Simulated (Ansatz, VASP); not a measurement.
O in VASP and in Ansatz

```
O
1.0
     0.00000    1.65436    4.46251
     1.66003    0.00000    4.46251
     1.66003    1.65436    0.00000
O
2
Direct
  0.06751 0.06751 0.93249
  0.93249 0.93249 0.06751
```

Alike in both runs: task single point; functional PBEsol; k mesh 20 × 20 × 20; occupations gaussian, width 0.15 eV; no spin polarisation.

```csv
,VASP,Ansatz
version,VASP 6.6.1,Ansatz 0.2.0
potentials or method,"VASP PAW PBE potentials, release 64 (O), cutoff 520 eV","scalar-relativistic, plane waves, PAW"
valence electrons in the cell,12,12
```

VASP gave:

* gap on the k mesh at the Fermi level (eV): none
* pressure (GPa): 3.5
* traceless stress, the component that is largest in VASP (GPa): 7.77
* rms of the force components (eV/Å): 0.856

Question: Which values does Ansatz return?

Answer: gap on the k mesh at the Fermi level (eV): none; pressure (GPa): -0.1; traceless stress, the component that is largest in VASP (GPa): 0.09; rms of the force components (eV/Å): 0.003.

VASP's potentials were made for PBE, not for PBEsol. Atom by atom the forces differ by 0.859 eV/Å (rms over components). A gap of «none» marks a metal or a gap that the smearing closes. The functional is the same, so the differences come from potentials, cutoffs and numerics.

Noted on VASP's run: the standard files for N, O and F lose accuracy on very short bonds; spin is off for a triplet molecule.
